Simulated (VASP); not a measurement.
# Te (R-3m) in VASP: notebook, part 2 of 2

VASP 6.6.1. The steps go on from the part before.

### Step 3. Single point, PBE

INCAR reads:

```
ALGO = Normal
EDIFF = 1E-6
ENCUT = 520
GGA = PE
ISIF = 2
ISMEAR = -1
LASPH = T
LCHARG = F
LREAL = F
LWAVE = F
NBANDS = 13
NELM = 100
PREC = Accurate
SIGMA = 0.1
```

KPOINTS reads:

```
k-points
0
Gamma
  11 11 11
```

POSCAR reads:

```
Te
1.0
    1.9645723399     -1.1342463693      4.1368353003
    0.0000000000      2.2684927386      4.1368353003
   -1.9645723399     -1.1342463693      4.1368353003
Te
2
Direct
    0.2500000000      0.2500000000      0.2500000000
   -0.2500000000     -0.2500000000     -0.2500000000
```

Potentials or basis: VASP PAW PBE potentials, release 64 (Te).

Started as:

```
cat potpaw_PBE.64/Te/POTCAR > POTCAR
mpirun -np 1 vasp_std > vasp.out
```

OUTCAR:

```text
EDIFF = 1E-6
   ENCUT = 520
   GGA = PE
   ISIF = 2
   ISMEAR = -1
   LASPH = T
   LREAL = F
   NELM = 100
   PREC = Accurate

 ion  position               nearest neighbor table
   1  0.250  0.250  0.250-   2 3.07   2 3.07   2 3.07   2 3.07   2 3.07   2 3.07
   2  0.750  0.750  0.750-   1 3.07   1 3.07   1 3.07   1 3.07   1 3.07   1 3.07

  LATTYP: Found a trigonal (rhomboedric) cell.
 ALAT       =     4.7179938117
 COS(alpha) =     0.6532221800

  Lattice vectors:

 A1 = (   1.9645723399,  -1.1342463693,   4.1368353003)
 A2 = (   0.0000000000,   2.2684927386,   4.1368353003)
 A3 = (  -1.9645723399,  -1.1342463693,   4.1368353003)

Analysis of symmetry for initial positions (statically):
=====================================================================
 Subroutine PRICEL returns following result:

  LATTYP: Found a trigonal (rhomboedric) cell.
 ALAT       =     3.0699203378
 COS(alpha) =     0.1809473234

  Lattice vectors:

 A1 = (   1.9645723399,   1.1342463693,   2.0684176501)
 A2 = (  -1.9645723399,   1.1342463693,   2.0684176501)
 A3 = (   0.0000000000,  -2.2684927386,   2.0684176501)

   2 primitive cells build up your supercell.

 Routine SETGRP: Setting up the symmetry group for a
 trigonal (rhombohedral) supercell.

 Subroutine GETGRP returns: Found 12 space group operations
 (whereof 12 operations were pure point group operations)
 out of a pool of 12 trial point group operations.

The static configuration has the point symmetry D_3d.

Analysis of symmetry for dynamics (positions and initial velocities):
=====================================================================
 Subroutine PRICEL returns following result:

  LATTYP: Found a trigonal (rhomboedric) cell.
 ALAT       =     3.0699203378
 COS(alpha) =     0.1809473234

[... 130 lines left out ...]
   IALGO  =     38    algorithm
   IMIX   =      4    mixing-type and parameters
     AMIX     =   0.40;   BMIX     =  1.00
     AMIX_MAG =   1.60;   BMIX_MAG =  1.00
  volume/ion in A,a.u.               =      27.65       186.62
  Fermi-wavevector in a.u.,A,eV,Ry     =   0.983717  1.858956 13.166352  0.967700
  Thomas-Fermi vector in A             =   2.114896
   LORBIT       =      0    0 simple, 1 ext, 2 COOP (PROOUT), +10 PAW based schemes
   GGA     = PE    functional components
   LHFCALC =     F    Hartree Fock is set to
   AEXX    =    0.0000 exact exchange contribution
   IVDW    =     0    specifies the selected vdW correction
   LEPSILON=     F    determine dielectric tensor
   LRPA    =     F    only Hartree local field effects (RPA)
 non-spin polarized calculation
  energy-cutoff  :      520.00
  volume of cell :       55.31
 maximum number of plane-waves:      1518
   NGX = 17   NGY = 17   NGZ = 17

 number of electron      12.0000000 magnetization

 Free energy of the ion-electron system (eV)
  ---------------------------------------------------
  ext. energy  EPLUGINS =         0.00000000
  ---------------------------------------------------
  free energy    TOTEN  =        -5.94250764 eV

  energy without entropy =       -5.90944784  energy(sigma->0) =       -5.92597774

 E-fermi :   8.6022     XC(G=0): -10.0766

 val. band max:        8.5956930419   @ k =   0.1818   0.0000   0.0000
 cond. band min:       8.6076700096   @ k =  -0.4545   0.3636   0.3636
 fundamental gap:      0.0119769678
 Fermi energy:         8.6022313198

 k-point     1 :       0.0000    0.0000    0.0000
  band No.  band energies     occupation
      1      -6.1416      2.00000
      2       0.3782      2.00000
      3       3.4023      2.00000
      4       6.4794      2.00000
      5       6.4794      2.00000
      6      10.0621      0.00000
      7      10.0621      0.00000
      8      11.2492      0.00000
      9      11.8945      0.00000
     10      13.9605      0.00000
     11      13.9605      0.00000
     12      15.0871      0.00000
     13      15.0871      0.00000
[... 354 lines left out ...]
  band No.  band energies     occupation
      1      -5.0660      2.00000
      2      -0.9603      2.00000
      3       3.8533      2.00000
      4       5.8934      2.00000
      5       6.0699      2.00000
      6       6.5760      2.00000
      7       6.7944      2.00000
      8      11.2375      0.00000
      9      13.0178      0.00000
     10      13.9567      0.00000
     11      16.3563      0.00000
     12      18.2218      0.00000
     13      19.8079      0.00000

 [... further k-points ...]
[... 5 lines left out ...]
  --------------------------------------------------------------------------------------
  -------------------------------------------------------------------------------------
  Total        3.0860274      3.0860274      3.0981741      0.0000000      0.0000000     -0.0000000
  in kB       89.3954592     89.3954592     89.7473213      0.0000000      0.0000000     -0.0000000
  external PRESSURE =      89.5127466 kB  Pullay stress =       0.0000000 kB

 VOLUME and BASIS-vectors are now :
 -----------------------------------------------------------------------------
  energy-cutoff  :      520.00
  volume of cell :       55.31
      direct lattice vectors                 reciprocal lattice vectors
     1.964572340 -1.134246369  4.136835300     0.254508317 -0.146940445  0.080576893
     0.000000000  2.268492739  4.136835300     0.000000000  0.293880891  0.080576893
    -1.964572340 -1.134246369  4.136835300    -0.254508317 -0.146940445  0.080576893

 POSITION                                       TOTAL-FORCE (eV/Angst)
 -----------------------------------------------------------------------------------
      0.00000      0.00000      3.10263         0.000000     -0.000000     -0.000000
      0.00000      0.00000      9.30788        -0.000000      0.000000      0.000000
 -----------------------------------------------------------------------------------
    total drift:                               -0.000000      0.000000      0.000000

  FREE ENERGIE OF THE ION-ELECTRON SYSTEM (eV)
  ---------------------------------------------------
  free  energy   TOTEN  =        -5.9425076364 eV

  energy  without entropy=       -5.9094478405  energy(sigma->0) =       -5.92597774
```

stdout:

```text
POSCAR found type information on POSCAR Te
 POSCAR found :  1 types and       2 ions
 scaLAPACK will be used
 LDA part: xc-table for (Slater+PW92), standard interpolation
 POSCAR, INCAR and KPOINTS ok, starting setup
 FFT: planning ... GRIDC
 FFT: planning ... GRID_SOFT
 FFT: planning ... GRID
 WAVECAR not read
 entering main loop
```

It took 35 s on 1 thread of Intel Xeon Platinum 8559C (Emerald Rapids), shared host; peak memory 0.25 GiB.

What came out:

- Free energy: -5.9425 eV
- Pressure: 9.0 GPa
- Band gap on the k mesh: zero (band 6 reaches 10.81 eV, above the bottom of band 7 at 6.67 eV)

Caveat: spin-orbit coupling is left out, which moves the levels of the heavy elements.
